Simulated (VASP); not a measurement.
## Sn: single point with PBEsol

The system is Sn.

```
Sn
1.0
     0.00000    2.98595    3.50525
     2.98595    0.00000    3.50525
     2.98595    2.98595    0.00000
Sn
2
Cartesian
  2.9860 2.9860 3.5052
  4.4789 4.4789 5.2579
```

This cell differs from its parent crystal: strain -0.080 along x and y, +0.080 along z.

```json
{
 "Program": "VASP 6.6.1",
 "Task": "single point",
 "Functional": "PBEsol",
 "Potentials or basis": "VASP PAW PBE potentials, release 64 (Sn_d)",
 "Cutoff": "520 eV",
 "k mesh": "12 × 12 × 12",
 "Occupations": "gaussian, width 0.15 eV",
 "Spin": "no spin polarisation",
 "Dipole correction": "no",
 "Further INCAR settings": "ALGO = Fast; EDIFF = 1e-06; NBANDS = 21"
}
```

```
Pressure               : 5.7 GPa
Band gap on the k mesh : zero (bands 14 and 15 overlap by 0.80 eV)
```

Stress tensor (GPa, compression positive):
```
7.70 0.00 0.00
0.00 7.70 0.00
0.00 0.00 1.69
```

Levels at points of the mesh, in eV from the Fermi level:
```tsv
k point	band 11	band 12	band 13	band 14	band 15	band 16	band 17	band 18
(0.00, 0.00, 0.00)	-11.35	-0.94	-0.44	0.40	0.40	1.93	1.93	2.55
(0.50, 0.00, 0.00)	-9.51	-6.80	-2.03	-0.66	-0.40	3.17	3.57	5.52
(0.50, 0.50, 0.00)	-8.41	-8.41	-2.19	-2.19	1.31	1.31	7.92	7.92
(0.50, 0.00, 0.50)	-7.71	-7.71	-3.13	-3.13	0.18	0.18	7.08	7.08
```

Run time: 5.3 min on 1 thread of Intel Xeon 8259CL, on a shared host, peak memory 0.31 GiB.

Caveat: the cell differs from its parent crystal (strain -0.080 along x and y, +0.080 along z); the stress differs along the axes, from 2 to 8 GPa; the PAW data sets were made with another functional, which shifts forces and pressure a little; spin-orbit coupling is left out, which moves the levels of the heavy elements.
